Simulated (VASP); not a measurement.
Crystal: C.

```
C
1.0
     0.00000    1.78574    1.78574
     1.78574    0.00000    1.78574
     1.78574    1.78574    0.00000
C
2
Direct
  0.00000 0.00000 0.00000
  0.25000 0.25000 0.25000
```

Base run:

* Program: VASP 6.6.1
* Functional: PBE0
* Potentials or basis: VASP PAW PBE potentials, release 64 (C)
* Cutoff: 520 eV
* k mesh: 8 × 8 × 8
* Occupations: gaussian, width 0.02 eV
* Spin: no spin polarisation

Its results: band gap on the k mesh 6.03 eV (least direct gap 7.70 eV); pressure -9.2 GPa.

The run is repeated on the same cell with these changes: functional from PBE0 to HSE06. What comes out?

Band gap on the k mesh 5.27 eV (least direct gap 6.96 eV); pressure -9.1 GPa.

Caveats: the cell stands under tension; the PAW data sets were made with another functional, which shifts forces and pressure a little.

A k mesh can miss the band edges.
